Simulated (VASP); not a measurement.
# PtS2 (P-3m1) in VASP: a series of runs

Aim: see how the results for PtS2 move with the level of theory and the settings. Levels: PBE, r2SCAN, HSE06, PBE-based screened hybrid. Tasks: single point.

Program: VASP 6.6.1. These are calculated values, not measurements. Logs are shortened: lines on timing, memory, paths and dates and some standing lists are left out, and cuts for length are marked.

## Step 1: The cell of the first run

It takes space group P-3m1 (No. 164, trigonal). The conventional cell has a = 3.553 Å, b = 3.553 Å, c = 5.123 Å, α = 90.00°, β = 90.00°, γ = 120.00°. Pt (site symmetry -3m) has 6 S at 2.39 Å within 3.2 Å. S (site symmetry 3m) has 3 Pt at 2.39 Å and 3 S at 3.20 Å within 3.2 Å.

## Step 2: Single point, PBE

Input file INCAR:

```
ALGO = Normal ; EDIFF = 1E-6
ENCUT = 520 ; GGA = PE
ISIF = 2 ; ISMEAR = -1
LASPH = T ; LCHARG = F
LREAL = F ; LWAVE = F
NBANDS = 18 ; NELM = 80
PREC = Accurate ; SIGMA = 0.5
```

Input file KPOINTS:

```
k-points
0
Gamma
  6 6 4
```

Input file POSCAR:

```
PtS2
1.0
    3.5526415803      0.0000000000      0.0000000000
   -1.7763207902      3.0766778591      0.0000000000
    0.0000000000      0.0000000000      5.1227110450
Pt S
1 2
Direct
    0.0000000000      0.0000000000      0.0000000000
    0.3333333333      0.6666666667      0.2392599773
    0.6666666667      0.3333333333      0.7607400227
```

Potentials or basis: VASP PAW PBE potentials, release 64 (Pt, S).

Started as:

```
> cat potpaw_PBE.64/Pt/POTCAR potpaw_PBE.64/S/POTCAR > POTCAR
> mpirun -np 1 vasp_std > vasp.out
```

OUTCAR:

```text
EDIFF = 1E-6
   ENCUT = 520
   GGA = PE
   ISIF = 2
   ISMEAR = -1
   LASPH = T
   LREAL = F
   NELM = 80
   PREC = Accurate

 ion  position               nearest neighbor table
   1  0.000  0.000  0.000-   2 2.39   3 2.39   3 2.39   2 2.39   3 2.39   2 2.39
   2  0.333  0.667  0.239-   1 2.39   1 2.39   1 2.39
   3  0.667  0.333  0.761-   1 2.39   1 2.39   1 2.39

  LATTYP: Found a hexagonal cell.
 ALAT       =     3.5526415803
 C/A-ratio  =     1.4419442348

  Lattice vectors:

 A1 = (   3.5526415803,   0.0000000000,   0.0000000000)
 A2 = (  -1.7763207902,   3.0766778591,   0.0000000000)
 A3 = (   0.0000000000,   0.0000000000,   5.1227110450)

Analysis of symmetry for initial positions (statically):
=====================================================================
 Subroutine PRICEL returns:
 Original cell was already a primitive cell.

 Routine SETGRP: Setting up the symmetry group for a
 hexagonal supercell.

 Subroutine GETGRP returns: Found 12 space group operations
 (whereof 12 operations were pure point group operations)
 out of a pool of 24 trial point group operations.

The static configuration has the point symmetry D_3d.

Analysis of symmetry for dynamics (positions and initial velocities):
=====================================================================
 Subroutine PRICEL returns:
 Original cell was already a primitive cell.

 Routine SETGRP: Setting up the symmetry group for a
 hexagonal supercell.

 Subroutine GETGRP returns: Found 12 space group operations
 (whereof 12 operations were pure point group operations)
 out of a pool of 24 trial point group operations.

The dynamic configuration has the point symmetry D_3d.

 Subroutine INISYM returns: Found 12 space group operations
 (whereof 12 operations are pure point group operations),
 and found     1 'primitive' translations

----------------------------------------------------------------------------------------

                                     Primitive cell

  volume of cell :      55.9929

  direct lattice vectors                    reciprocal lattice vectors
     3.552641580  0.000000000  0.000000000     0.281480689  0.162512952  0.000000000
    -1.776320790  3.076677859  0.000000000     0.000000000  0.325025903  0.000000000
     0.000000000  0.000000000  5.122711045     0.000000000  0.000000000  0.195209137

  length of vectors
     3.552641580  3.552641580  5.122711045     0.325025903  0.325025903  0.195209137

  position of ions in fractional coordinates (direct lattice)
     0.000000000  0.000000000  0.000000000
     0.333333333  0.666666667  0.239259977
     0.666666667  0.333333333  0.760740023

  ion indices of the primitive-cell ions
   primitive index   ion index
                 1           1
                 2           2
                 3           3

----------------------------------------------------------------------------------------

 KPOINTS: k-points

Automatic generation of k-mesh.
 Grid dimensions read from file:
 generate k-points for:    6    6    4

 Generating k-lattice:

  Cartesian coordinates                     Fractional coordinates (reciprocal lattice)
     0.046913448  0.027085492  0.000000000     0.166666667  0.000000000  0.000000000
     0.000000000  0.054170984  0.000000000     0.000000000  0.166666667  0.000000000
     0.000000000  0.000000000  0.048802284     0.000000000  0.000000000  0.250000000

  Length of vectors
     0.054170984  0.054170984  0.048802284

  Shift w.r.t. Gamma in fractional coordinates (k-lattice)
     0.000000000  0.000000000  0.000000000

 Subroutine IBZKPT returns following result:
 ===========================================

 Found     24 irreducible k-points:

 Following reciprocal coordinates:
            Coordinates               Weight
  0.000000  0.000000  0.000000      1.000000
  0.166667 -0.000000  0.000000      6.000000
  0.333333 -0.000000  0.000000      6.000000
  0.500000  0.000000  0.000000      3.000000
  0.166667  0.166667  0.000000      6.000000
  0.333333  0.166667  0.000000     12.000000
[... 16 lines left out ...]
  0.333333  0.166667  0.500000     12.000000
  0.333333  0.333333  0.500000      2.000000
   k-points           NKPTS =     24   k-points in BZ     NKDIM =     24   number of bands    NBANDS=     18
   number of dos      NEDOS =    301   number of ions     NIONS =      3
   total plane-waves  NPLWV =  31360
   dimension x,y,z NGX =    28 NGY =   28 NGZ =   40
   dimension x,y,z NGXF=    56 NGYF=   56 NGZF=   80
   ions per type =               1   2
   NGX,Y,Z   is equivalent  to a cutoff of  13.10, 13.10, 12.98 a.u.
   NGXF,Y,Z  is equivalent  to a cutoff of  26.21, 26.21, 25.96 a.u.
 SYSTEM =  unknown system
   PREC   = accura    normal or accurate (medium, high low for compatibility)
   ISTART =      0    job   : 0-new  1-cont  2-samecut
   ICHARG =      2    charge: 1-file 2-atom 10-const
   ISPIN  =      1    spin polarized calculation?
   LNONCOLLINEAR =      F non collinear calculations
   LSORBIT =      F    spin-orbit coupling
   LASPH  =      T    aspherical Exc in radial PAW
   ENCUT  =  520.0 eV  38.22 Ry    6.18 a.u.   6.61  6.61  9.52*2*pi/ulx,y,z
   NELM   =     80;   NELMIN=  2; NELMDL= -5     # of ELM steps
   EDIFF  = 0.1E-05   stopping-criterion for ELM
   LREAL  =      F    real-space projection
   EDIFFG = 0.1E-04   stopping-criterion for IOM
   NSW    =      0    number of steps for IOM
   IBRION =     -1    ionic relax: 0-MD 1-quasi-New 2-CG
   NFREE  =      0    steps in history (QN), initial steepest desc. (CG)
   ISIF   =      2    stress and relaxation
   ISYM   =      2    0-nonsym 1-usesym 2-fastsym
   POTIM  = 0.5000    time-step for ionic-motion
   TEBEG  =    0.0;   TEEND  =   0.0 temperature during run
   PSTRESS=    0.0 pullay stress
   NELECT =      22.0000    total number of electrons
   NUPDOWN=      -1.0000    fix difference up-down
   EMIN   =  10.00;   EMAX   =-10.00  energy-range for DOS
   EFERMI =   0.00;   METHOD = LEGACY
   ISMEAR =    -1;   SIGMA  =   0.50  broadening in eV -4-tet -1-fermi 0-gaus
   EFERMI_NEDOS =   21; number of points for ismear=-14 and -15
   IALGO  =     38    algorithm
   IMIX   =      4    mixing-type and parameters
     AMIX     =   0.40;   BMIX     =  1.00
     AMIX_MAG =   1.60;   BMIX_MAG =  1.00
  volume/ion in A,a.u.               =      18.66       125.95
  Fermi-wavevector in a.u.,A,eV,Ry     =   1.199052  2.265879 19.561441  1.437725
  Thomas-Fermi vector in A             =   2.334925
   LORBIT       =      0    0 simple, 1 ext, 2 COOP (PROOUT), +10 PAW based schemes
   GGA     = PE    functional components
   LHFCALC =     F    Hartree Fock is set to
   AEXX    =    0.0000 exact exchange contribution
   IVDW    =     0    specifies the selected vdW correction
   LEPSILON=     F    determine dielectric tensor
   LRPA    =     F    only Hartree local field effects (RPA)
 non-spin polarized calculation
  energy-cutoff  :      520.00
  volume of cell :       55.99
 maximum number of plane-waves:      1536
 NGX is ok and might be reduce to    28
   NGX = 13   NGY = 13   NGZ = 19

 number of electron      21.9999996 magnetization

 Free energy of the ion-electron system (eV)
  ---------------------------------------------------
  ext. energy  EPLUGINS =         0.00000000
  ---------------------------------------------------
  free energy    TOTEN  =       -15.69915204 eV

  energy without entropy =      -14.76465724  energy(sigma->0) =      -15.23190464

 E-fermi :   6.6963     XC(G=0): -10.5380

 val. band max:        6.3918300321   @ k =   0.0000   0.1667   0.2500
 cond. band min:       7.2777148758   @ k =   0.0000   0.3333   0.2500
 fundamental gap:      0.8858848437
 Fermi energy:         6.6962976849

 k-point     1 :       0.0000    0.0000    0.0000
  band No.  band energies     occupation
      1      -8.7031      2.00000
      2      -5.9009      2.00000
      3      -0.3690      2.00000
      4       0.0012      2.00000
      5       0.0012      2.00000
      6       2.7568      1.99924
[... 10 lines left out ...]
     17      14.5200      0.00000
     18      18.8129      0.00000

 k-point     2 :       0.1667   -0.0000    0.0000
  band No.  band energies     occupation
      1      -8.3617      2.00000
      2      -6.0481      2.00000
      3      -0.0254      2.00000
      4       0.2115      2.00000
      5       0.2375      2.00000
      6       2.1735      1.99976
[... 10 lines left out ...]
     17      15.4663      0.00000
     18      16.4315      0.00000

 k-point     3 :       0.3333   -0.0000    0.0000
  band No.  band energies     occupation
      1      -7.5126      2.00000
      2      -6.3504      2.00000
      3       0.0510      2.00000
      4       0.5705      1.99999
      5       1.0362      1.99998
      6       1.2538      1.99996
[... 10 lines left out ...]
     17      15.2161      0.00000
     18      15.9541      0.00000

 k-point     4 :       0.5000    0.0000    0.0000
  band No.  band energies     occupation
      1      -6.8299      2.00000
      2      -6.6326      2.00000
      3      -0.7376      2.00000
      4       0.6620      1.99999
      5       1.3647      1.99995
      6       2.2512      1.99972
[... 375 lines left out ...]
      4       0.2931      1.99999
      5       1.1360      1.99997
      6       1.8242      1.99988
[... 10 lines left out ...]
     17      15.4145      0.00000
     18      15.7672      0.00000

 k-point    23 :       0.3333    0.1667    0.5000
  band No.  band energies     occupation
      1      -6.8465      2.00000
      2      -6.5711      2.00000
      3      -0.4550      2.00000
      4       0.3136      1.99999
      5       1.1369      1.99997
      6       1.9644      1.99984
[... 10 lines left out ...]
     17      15.3738      0.00000
     18      16.8144      0.00000

 k-point    24 :       0.3333    0.3333    0.5000
  band No.  band energies     occupation
      1      -6.5868      2.00000
      2      -6.5868      2.00000
      3       0.2549      1.99999
      4       0.2549      1.99999
      5       0.3659      1.99999
      6       2.2027      1.99975
[... 10 lines left out ...]
     17      14.4626      0.00000
     18      17.0775      0.00000

------------------------ aborting loop because EDIFF is reached ----------------------------------------

  FORCE on cell =-STRESS in cart. coord.  units (eV):
  Direction    XX          YY          ZZ          XY          YZ          ZX
  --------------------------------------------------------------------------------------
  -------------------------------------------------------------------------------------
  Total        2.0413866      2.0413866      1.2250716     -0.0000000      0.0000000      0.0000000
  in kB       58.4120645     58.4120645     35.0540974     -0.0000000      0.0000000      0.0000000
  external PRESSURE =      50.6260755 kB  Pullay stress =       0.0000000 kB

 VOLUME and BASIS-vectors are now :
 -----------------------------------------------------------------------------
  energy-cutoff  :      520.00
  volume of cell :       55.99
      direct lattice vectors                 reciprocal lattice vectors
     3.552641580  0.000000000  0.000000000     0.281480689  0.162512952  0.000000000
    -1.776320790  3.076677859  0.000000000     0.000000000  0.325025903  0.000000000
     0.000000000  0.000000000  5.122711045     0.000000000  0.000000000  0.195209137

 POSITION                                       TOTAL-FORCE (eV/Angst)
 -----------------------------------------------------------------------------------
      0.00000      0.00000      0.00000         0.000000     -0.000000     -0.000000
     -0.00000      2.05112      1.22566        -0.000000     -0.000000      0.327557
      1.77632      1.02556      3.89705         0.000000      0.000000     -0.327557
 -----------------------------------------------------------------------------------
    total drift:                                0.000000     -0.000000      0.000000

  FREE ENERGIE OF THE ION-ELECTRON SYSTEM (eV)
  ---------------------------------------------------
  free  energy   TOTEN  =       -15.6991520416 eV

  energy  without entropy=      -14.7646572448  energy(sigma->0) =      -15.23190464
```

Wall time 20 s (1 thread of Intel Xeon Platinum 8375C at 2.90GHz (Ice Lake), shared host); peak memory 0.18 GiB.

Results:

```
Free energy            : -15.6992 eV
Pressure               : 5.1 GPa
Largest force          : 0.328 eV/Å
Band gap on the k mesh : 0.89 eV, indirect (least direct gap 1.44 eV)
```

Forces in eV/Å, atoms in the order of the input:
```
Pt   0.000  0.000  0.000
S    0.000  0.000  0.328
S    0.000  0.000 -0.328
```

Caveat: spin-orbit coupling is left out, which moves the levels of the heavy elements. A k mesh can miss the band edges.

## Step 3: Single point, r2SCAN

POSCAR is that of step 2.

Input file INCAR.step1:

```
SYSTEM = PtS2
PREC = Accurate
ENCUT = 520
ISMEAR = 0
SIGMA = 0.01
LREAL = .FALSE.
LASPH = .TRUE.
NELM = 60
NBANDS = 18
GGA = PE
ALGO = Normal
EDIFF = 1E-4
LWAVE = .TRUE.
LCHARG = .FALSE.
```

Input file INCAR.step2:

```
SYSTEM = PtS2
PREC = Accurate
ENCUT = 520
EDIFF = 1E-7
ISMEAR = 0
SIGMA = 0.01
LREAL = .FALSE.
LASPH = .TRUE.
NELM = 60
ALGO = Normal
ISIF = 2
LWAVE = .FALSE.
LCHARG = .FALSE.
METAGGA = R2SCAN
LMIXTAU = .TRUE.
NBANDS = 18
ISTART = 1
```

Input file KPOINTS:

```
Automatic mesh
0
G
  6 6 4
  0 0 0
```

Potentials or basis: VASP PAW PBE potentials, release 64 (Pt, S).

Started as:

```
> cat potpaw_PBE.64/Pt/POTCAR potpaw_PBE.64/S/POTCAR > POTCAR
> cp INCAR.step1 INCAR
> mpirun -np 1 vasp_std > vasp.out
> cp INCAR.step2 INCAR
> mpirun -np 1 vasp_std > vasp.out
```

Run time: 89 s. Hardware: 1 thread of Intel Xeon Platinum 8375C at 2.90GHz (Ice Lake), shared host; peak memory 0.18 GiB.

The run converged. Its results:

```
Free energy            : -68.8494 eV
Pressure               : 1.2 GPa
Largest force          : 0.049 eV/Å
Band gap on the k mesh : 0.98 eV, indirect (least direct gap 1.59 eV)
```

Forces on the atoms (eV/Å):
```
Pt   0.000  0.000  0.000
S    0.000  0.000 -0.049
S    0.000  0.000  0.049
```

Stress tensor (GPa, compression positive):
```
1.22 0.00 0.00
0.00 1.22 0.00
0.00 0.00 1.30
```

Levels at points of the mesh, in eV from the valence-band top:
```tsv
k point	band 9	band 10	band 11	band 12	band 13	band 14
(0.00, 0.00, 0.00)	-1.07	-1.07	0.00	2.29	2.29	5.22
(0.50, 0.00, 0.00)	-3.20	-3.09	-2.48	1.73	2.75	5.81
(0.00, 0.00, 0.50)	-1.31	-1.31	-1.11	2.82	2.82	6.05
(0.50, 0.00, 0.50)	-2.80	-2.80	-1.46	1.91	2.42	5.48
```

Caveat: the PAW data sets were made with another functional, which shifts forces and pressure a little; spin-orbit coupling is left out, which moves the levels of the heavy elements.

## Step 4: Single point, HSE06

POSCAR is that of step 3.

Input file INCAR.step1:

```
ALGO     = Normal         # electronic algorithm
EDIFF    = 1E-5           # SCF threshold, eV
ENCUT    = 520            # plane-wave cutoff, eV
GGA      = PE             # functional
ISIF     = 2              # what is computed and relaxed
ISMEAR   = 0              # smearing method
LASPH    = True           # aspherical terms in the spheres
LCHARG   = False          # write CHGCAR
LREAL    = False          # projectors in reciprocal space
LWAVE    = True           # write WAVECAR
NBANDS   = 18             # bands
NELM     = 100            # most SCF steps
PREC     = Accurate       # precision mode
SIGMA    = 0.01           # smearing width, eV
```

Input file INCAR.step2:

```
ALGO     = Normal         # electronic algorithm
EDIFF    = 1E-6           # SCF threshold, eV
ENCUT    = 520            # plane-wave cutoff, eV
GGA      = PE             # functional
HFSCREEN = 0.2079         # screening, 1/A
ISIF     = 2              # what is computed and relaxed
ISMEAR   = 0              # smearing method
ISTART   = 1            
LASPH    = True           # aspherical terms in the spheres
LCHARG   = False          # write CHGCAR
LHFCALC  = True           # exact exchange
LREAL    = False          # projectors in reciprocal space
LWAVE    = False          # write WAVECAR
NBANDS   = 18             # bands
NELM     = 100            # most SCF steps
PREC     = Accurate       # precision mode
PRECFOCK = Normal       
SIGMA    = 0.01           # smearing width, eV
```

Input file KPOINTS:

```
k-points
0
Gamma
  6 6 2
```

Started as:

```
> cat potpaw_PBE.64/Pt/POTCAR potpaw_PBE.64/S/POTCAR > POTCAR
> cp INCAR.step1 INCAR
> mpirun -np 1 vasp_std > vasp.out
> cp INCAR.step2 INCAR
> mpirun -np 1 vasp_std > vasp.out
```

Run time: 15 min. Hardware: 1 thread of Intel Xeon Platinum 8375C at 2.90GHz (Ice Lake), shared host; peak memory 0.29 GiB.

The run converged. Its results:

| Item | Value |
| --- | --- |
| Free energy | -18.6349 eV |
| Pressure | -1.4 GPa |
| Largest force | 0.399 eV/Å |
| Band gap on the k mesh | 1.42 eV, indirect (least direct gap 2.32 eV) |

Forces in eV/Å, atoms in the order of the input:
```
Pt   0.000  0.000  0.000
S    0.000  0.000 -0.399
S    0.000  0.000  0.399
```

Stress tensor (GPa, compression positive):
```
-1.80  0.00  0.00
 0.00 -1.80  0.00
 0.00  0.00 -0.46
```

Levels at points of the mesh, in eV from the valence-band top:
```
           k point  band 8  band 9  band 10  band 11  band 12  band 13  band 14  band 15
(0.00, 0.00, 0.00)   -2.66   -1.15    -1.15     0.00     2.73     2.73     5.49     6.41
(0.50, 0.00, 0.00)   -3.78   -3.52    -3.45    -2.92     2.20     3.30     6.36     7.34
(0.00, 0.00, 0.50)   -2.82   -1.54    -1.39    -1.39     3.32     3.32     6.37     8.16
(0.50, 0.00, 0.50)   -3.86   -3.41    -3.03    -1.64     2.38     2.96     6.04     6.33
```

Caveat: the k points lie up to 0.61 Å⁻¹ apart; the PAW data sets were made with another functional, which shifts forces and pressure a little; spin-orbit coupling is left out, which moves the levels of the heavy elements.

(Continued in part 2 of 2.)
